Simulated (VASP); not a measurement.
# Hf (Im-3m) in VASP: a series of runs

The runs below take Hf through single point, with PBE.

Program: VASP 6.6.1. These are calculated values, not measurements. Logs are shortened: lines on timing, memory, paths and dates and some standing lists are left out, and cuts for length are marked.

**1. The cell of the first run**

It takes space group Im-3m (No. 229, cubic). The conventional cell has a = 3.684 Å, b = 3.684 Å, c = 3.684 Å, α = 90.00°, β = 90.00°, γ = 90.00°. Hf (site symmetry m-3m) has 14 Hf at 3.19 to 3.68 Å within 4.2 Å.

**2. Single point, PBE (volume scaled by 1.12)**

File INCAR:

```
PREC = Accurate
ENCUT = 520
EDIFF = 1E-6
ISMEAR = -1
SIGMA = 0.1
LREAL = False
LASPH = True
NELM = 80
ALGO = Normal
ISIF = 2
LWAVE = False
LCHARG = True
GGA = PE
LELF = True
LVHAR = True
NBANDS = 11
```

File KPOINTS:

```
Automatic mesh
0
Gamma
  14 14 14
```

File POSCAR:

```
Hf
1.0
   -1.8422356946      1.8422356946      1.8422356946
    1.8422356946     -1.8422356946      1.8422356946
    1.8422356946      1.8422356946     -1.8422356946
Hf
1
Direct
    0.0000000000      0.0000000000      0.0000000000
```

Potentials or basis: VASP PAW PBE potentials, release 64 (Hf_pv).

Started as:

```console
> cat potpaw_PBE.64/Hf_pv/POTCAR > POTCAR
> mpirun -np 1 vasp_std > vasp.out
```

OUTCAR:

```text
PREC = Accurate
   ENCUT = 520
   EDIFF = 1E-6
   ISMEAR = -1
   LREAL = False
   LASPH = True
   NELM = 80
   ISIF = 2
   GGA = PE

 ion  position               nearest neighbor table
   1  0.000  0.000  0.000-

  LATTYP: Found a body centered cubic cell.
 ALAT       =     3.6844713892

  Lattice vectors:

 A1 = (  -1.8422356946,   1.8422356946,   1.8422356946)
 A2 = (   1.8422356946,  -1.8422356946,   1.8422356946)
 A3 = (   1.8422356946,   1.8422356946,  -1.8422356946)

Analysis of symmetry for initial positions (statically):
=====================================================================
 Subroutine PRICEL returns:
 Original cell was already a primitive cell.

 Routine SETGRP: Setting up the symmetry group for a
 body centered cubic supercell.

 Subroutine GETGRP returns: Found 48 space group operations
 (whereof 48 operations were pure point group operations)
 out of a pool of 48 trial point group operations.

The static configuration has the point symmetry O_h .

Analysis of symmetry for dynamics (positions and initial velocities):
=====================================================================
 Subroutine PRICEL returns:
 Original cell was already a primitive cell.

 Routine SETGRP: Setting up the symmetry group for a
 body centered cubic supercell.

 Subroutine GETGRP returns: Found 48 space group operations
 (whereof 48 operations were pure point group operations)
 out of a pool of 48 trial point group operations.

The dynamic configuration has the point symmetry O_h .

 Subroutine INISYM returns: Found 48 space group operations
 (whereof 48 operations are pure point group operations),
 and found     1 'primitive' translations

----------------------------------------------------------------------------------------

                                     Primitive cell

  volume of cell :      25.0090

  direct lattice vectors                    reciprocal lattice vectors
    -1.842235695  1.842235695  1.842235695     0.000000000  0.271409354  0.271409354
     1.842235695 -1.842235695  1.842235695     0.271409354  0.000000000  0.271409354
     1.842235695  1.842235695 -1.842235695     0.271409354  0.271409354  0.000000000

  length of vectors
     3.190845823  3.190845823  3.190845823     0.383830790  0.383830790  0.383830790

  position of ions in fractional coordinates (direct lattice)
     0.000000000  0.000000000  0.000000000

  ion indices of the primitive-cell ions
   primitive index   ion index
                 1           1

----------------------------------------------------------------------------------------

 KPOINTS: Automatic mesh

Automatic generation of k-mesh.
 Grid dimensions read from file:
 generate k-points for:   14   14   14

 Generating k-lattice:

  Cartesian coordinates                     Fractional coordinates (reciprocal lattice)
     0.000000000  0.019386382  0.019386382     0.071428571  0.000000000  0.000000000
     0.019386382  0.000000000  0.019386382     0.000000000  0.071428571  0.000000000
     0.019386382  0.019386382  0.000000000     0.000000000  0.000000000  0.071428571

  Length of vectors
     0.027416485  0.027416485  0.027416485

  Shift w.r.t. Gamma in fractional coordinates (k-lattice)
     0.000000000  0.000000000  0.000000000

 Subroutine IBZKPT returns following result:
 ===========================================

 Found    104 irreducible k-points:

 Following reciprocal coordinates:
            Coordinates               Weight
  0.000000  0.000000  0.000000      1.000000
  0.071429  0.000000  0.000000     12.000000
  0.142857  0.000000  0.000000     12.000000
  0.214286  0.000000  0.000000     12.000000
  0.285714  0.000000  0.000000     12.000000
  0.357143  0.000000  0.000000     12.000000
[... 16 lines left out ...]
  0.285714  0.285714  0.000000     24.000000
  0.357143  0.285714  0.000000     24.000000
 [... further k-points ...]
   k-points           NKPTS =    104   k-points in BZ     NKDIM =    104   number of bands    NBANDS=     11
   number of dos      NEDOS =    301   number of ions     NIONS =      1
   total plane-waves  NPLWV =  13824
   dimension x,y,z NGX =    24 NGY =   24 NGZ =   24
   dimension x,y,z NGXF=    48 NGYF=   48 NGZF=   48
   ions per type =               1
   NGX,Y,Z   is equivalent  to a cutoff of  12.50, 12.50, 12.50 a.u.
   NGXF,Y,Z  is equivalent  to a cutoff of  25.01, 25.01, 25.01 a.u.
 SYSTEM =  unknown system
   PREC   = accura    normal or accurate (medium, high low for compatibility)
   ISTART =      0    job   : 0-new  1-cont  2-samecut
   ICHARG =      2    charge: 1-file 2-atom 10-const
   ISPIN  =      1    spin polarized calculation?
   LNONCOLLINEAR =      F non collinear calculations
   LSORBIT =      F    spin-orbit coupling
   LASPH  =      T    aspherical Exc in radial PAW
   ENCUT  =  520.0 eV  38.22 Ry    6.18 a.u.   5.93  5.93  5.93*2*pi/ulx,y,z
   NELM   =     80;   NELMIN=  2; NELMDL= -5     # of ELM steps
   EDIFF  = 0.1E-05   stopping-criterion for ELM
   LREAL  =      F    real-space projection
[... 7 lines left out ...]
   TEBEG  =    0.0;   TEEND  =   0.0 temperature during run
   PSTRESS=    0.0 pullay stress
   NELECT =      10.0000    total number of electrons
   NUPDOWN=      -1.0000    fix difference up-down
   EMIN   =  10.00;   EMAX   =-10.00  energy-range for DOS
   EFERMI =   0.00;   METHOD = LEGACY
   ISMEAR =    -1;   SIGMA  =   0.10  broadening in eV -4-tet -1-fermi 0-gaus
   EFERMI_NEDOS =   21; number of points for ismear=-14 and -15
   IALGO  =     38    algorithm
   IMIX   =      4    mixing-type and parameters
     AMIX     =   0.40;   BMIX     =  1.00
     AMIX_MAG =   1.60;   BMIX_MAG =  1.00
  volume/ion in A,a.u.               =      25.01       168.77
  Fermi-wavevector in a.u.,A,eV,Ry     =   1.206081  2.279162 19.791446  1.454630
  Thomas-Fermi vector in A             =   2.341758
   LORBIT       =      0    0 simple, 1 ext, 2 COOP (PROOUT), +10 PAW based schemes
   GGA     = PE    functional components
   LHFCALC =     F    Hartree Fock is set to
   AEXX    =    0.0000 exact exchange contribution
   IVDW    =     0    specifies the selected vdW correction
   LEPSILON=     F    determine dielectric tensor
   LRPA    =     F    only Hartree local field effects (RPA)
 non-spin polarized calculation
  energy-cutoff  :      520.00
  volume of cell :       25.01
 maximum number of plane-waves:       684
   NGX = 11   NGY = 11   NGZ = 11

 number of electron      10.0000000 magnetization

 number of electron       9.9999999 magnetization

 Free energy of the ion-electron system (eV)
  ---------------------------------------------------
  ext. energy  EPLUGINS =         0.00000000
  ---------------------------------------------------
  free energy    TOTEN  =        -9.68655074 eV

  energy without entropy =       -9.61141814  energy(sigma->0) =       -9.64898444

 E-fermi :   3.8651     XC(G=0): -10.7895

 val. band max:        3.8432265761   @ k =   0.2857   0.2143   0.0000
 cond. band min:       3.8799489371   @ k =  -0.2857   0.3571   0.0714
 fundamental gap:      0.0367223611
 Fermi energy:         3.8651309358

 k-point     1 :       0.0000    0.0000    0.0000
  band No.  band energies     occupation
      1     -26.4174      2.00000
      2     -26.4174      2.00000
      3     -26.4174      2.00000
      4      -2.8142      2.00000
      5       5.2808      0.00000
      6       5.2808      0.00000
      7       5.2808      0.00000
      8       7.7500      0.00000
      9       7.7500      0.00000
     10      16.6141      0.00000
     11      16.6141      0.00000

 k-point     2 :       0.0714    0.0000    0.0000
  band No.  band energies     occupation
      1     -26.4464      2.00000
      2     -26.4268      2.00000
      3     -26.4174      2.00000
      4      -2.6482      2.00000
      5       5.1675      0.00000
      6       5.2359      0.00000
      7       5.4417      0.00000
      8       7.5757      0.00000
      9       7.7501      0.00000
     10      16.6912      0.00000
     11      16.7620      0.00000

 k-point     3 :       0.1429    0.0000    0.0000
  band No.  band energies     occupation
      1     -26.5267      2.00000
      2     -26.4529      2.00000
      3     -26.4175      2.00000
      4      -2.1691      2.00000
      5       4.8707      0.00009
      6       5.0346      0.00002
      7       5.9176      0.00000
      8       7.2917      0.00000
      9       7.7651      0.00000
     10      16.6898      0.00000
     11      17.0383      0.00000

 k-point     4 :       0.2143    0.0000    0.0000
  band No.  band energies     occupation
      1     -26.6407      2.00000
      2     -26.4903      2.00000
      3     -26.4177      2.00000
      4      -1.4377      2.00000
      5       4.4855      0.00403
      6       4.6317      0.00094
      7       6.6861      0.00000
      8       7.2327      0.00000
      9       7.8270      0.00000
     10      16.6829      0.00000
     11      16.8428      0.00000

 k-point     5 :       0.2857    0.0000    0.0000
  band No.  band energies     occupation
      1     -26.7643      2.00000
      2     -26.5316      2.00000
      3     -26.4178      2.00000
      4      -0.5758      2.00000
      5       4.1044      0.16741
      6       4.2260      0.05275
      7       7.3877      0.00000
      8       7.7026      0.00000
      9       7.9583      0.00000
     10      15.9210      0.00000
     11      15.9909      0.00000
[... 211 lines left out ...]
 k-point    21 :       0.2857    0.2143    0.0000
  band No.  band energies     occupation
      1     -26.8798      2.00000
      2     -26.6478      2.00000
      3     -26.4730      2.00000
      4       1.4155      2.00000
      5       3.3429      1.98927
      6       3.8432      1.10909
      7       7.4129      0.00000
      8       8.2680      0.00000
      9      10.5845      0.00000
     10      12.2894      0.00000
     11      15.6010      0.00000

 k-point    22 :       0.3571    0.2143    0.0000
  band No.  band energies     occupation
      1     -26.8949      2.00000
      2     -26.6847      2.00000
      3     -26.4760      2.00000
      4       1.7772      2.00000
      5       3.4121      1.97868
      6       3.7835      1.38692
      7       7.4886      0.00000
      8       8.4052      0.00000
      9      11.1728      0.00000
     10      11.5586      0.00000
     11      14.7897      0.00000

 k-point    23 :       0.2857    0.2857    0.0000
  band No.  band energies     occupation
      1     -26.8647      2.00000
      2     -26.7167      2.00000
      3     -26.4835      2.00000
      4       2.0835      2.00000
      5       3.2031      1.99734
      6       3.6838      1.71943
      7       7.6941      0.00000
      8       8.1809      0.00000
      9      10.9566      0.00000
     10      11.8150      0.00000
     11      14.6832      0.00000

 k-point    24 :       0.3571    0.2857    0.0000
  band No.  band energies     occupation
      1     -26.8431      2.00000
      2     -26.7582      2.00000
      3     -26.4866      2.00000
      4       2.3517      2.00000
      5       3.3004      1.99297
      6       3.4688      1.96272
      7       7.8338      0.00000
      8       8.2583      0.00000
      9      10.2942      0.00000
     10      12.6274      0.00000
     11      13.9402      0.00000

 [... further k-points ...]
[... 5 lines left out ...]
  --------------------------------------------------------------------------------------
  -------------------------------------------------------------------------------------
  Total       -1.4977604     -1.4977604     -1.4977604      0.0000000     -0.0000000      0.0000000
  in kB      -95.9527340    -95.9527340    -95.9527340      0.0000000     -0.0000000      0.0000000
  external PRESSURE =     -95.9527340 kB  Pullay stress =       0.0000000 kB

 VOLUME and BASIS-vectors are now :
 -----------------------------------------------------------------------------
  energy-cutoff  :      520.00
  volume of cell :       25.01
      direct lattice vectors                 reciprocal lattice vectors
    -1.842235695  1.842235695  1.842235695     0.000000000  0.271409354  0.271409354
     1.842235695 -1.842235695  1.842235695     0.271409354  0.000000000  0.271409354
     1.842235695  1.842235695 -1.842235695     0.271409354  0.271409354  0.000000000

 POSITION                                       TOTAL-FORCE (eV/Angst)
 -----------------------------------------------------------------------------------
      0.00000      0.00000      0.00000         0.000000     -0.000000      0.000000
 -----------------------------------------------------------------------------------
    total drift:                                0.000000     -0.000000     -0.000000

  FREE ENERGIE OF THE ION-ELECTRON SYSTEM (eV)
  ---------------------------------------------------
  free  energy   TOTEN  =        -9.6865507382 eV

  energy  without entropy=       -9.6114181361  energy(sigma->0) =       -9.64898444
```

Run time: 11 s. Hardware: 1 thread of AMD EPYC 9R45 (Zen 5), shared host; peak memory 0.12 GiB.

Results:

- Free energy: -9.6866 eV
- Pressure: -9.6 GPa
- Band gap on the k mesh: zero (band 5 reaches 5.28 eV, above the bottom of band 6 at 3.17 eV)

Levels at points of the mesh, in eV from the Fermi level:
```tsv
k point	band 1	band 2	band 3	band 4	band 5	band 6	band 7	band 8	band 9	band 10
(0.00, 0.00, 0.00)	-30.28	-30.28	-30.28	-6.68	1.42	1.42	1.42	3.88	3.88	12.75
(0.50, 0.00, 0.00)	-30.84	-30.47	-30.28	-3.07	-0.34	0.70	3.66	4.55	6.64	8.71
(0.50, 0.50, 0.50)	-30.68	-30.68	-30.68	-2.14	-2.14	5.95	5.95	5.95	6.39	6.39
```

Caveat: the cell differs from its parent crystal (volume scaled by 1.12); spin-orbit coupling is left out, which moves the levels of the heavy elements.

**3. Single point, PBE**

This run uses another cell than the first one, of 22.33 Å³/atom, 0.893 times its volume.

File INCAR:

```
  PREC = Accurate
  ENCUT = 520
  EDIFF = 1E-6
  ISMEAR = -1
  SIGMA = 0.1
  LREAL = False
  LASPH = True
  NELM = 80
  ALGO = Normal
  ISIF = 2
  LWAVE = False
  LCHARG = False
  GGA = PE
  NBANDS = 11
```

File KPOINTS:

```
regular mesh
0
Gamma
  20 20 20
```

File POSCAR:

```
Hf
1.0
   -1.7739410565      1.7739410565      1.7739410565
    1.7739410565     -1.7739410565      1.7739410565
    1.7739410565      1.7739410565     -1.7739410565
Hf
1
Direct
    0.0000000000      0.0000000000      0.0000000000
```

Potentials or basis: VASP PAW PBE potentials, release 64 (Hf_pv).

Started as:

```console
> cat potpaw_PBE.64/Hf_pv/POTCAR > POTCAR
> mpirun -np 1 vasp_std > vasp.out
```

Run time: 24 s. Hardware: 1 thread of AMD EPYC 9R45 (Zen 5), shared host; peak memory 0.16 GiB.

Results (log left out):

```
Free energy            : -9.7749 eV
Pressure               : -0.2 GPa
Band gap on the k mesh : zero (band 5 reaches 6.12 eV, above the bottom of band 6 at 3.84 eV)
```

Levels at points of the mesh, in eV from the Fermi level:
```csv
k point,band 1,band 2,band 3,band 4,band 5,band 6,band 7,band 8,band 9,band 10
"(0.00, 0.00, 0.00)",-29.82,-29.82,-29.82,-7.04,1.54,1.54,1.54,4.32,4.32,13.30
"(0.50, 0.00, 0.00)",-30.64,-30.09,-29.82,-3.37,-0.49,1.08,4.15,5.16,7.63,10.21
"(0.50, 0.50, 0.50)",-30.40,-30.40,-30.40,-2.57,-2.57,6.80,6.80,6.80,7.25,7.25
```

Caveat: spin-orbit coupling is left out, which moves the levels of the heavy elements.

(Part 1 of 2 ends here.)
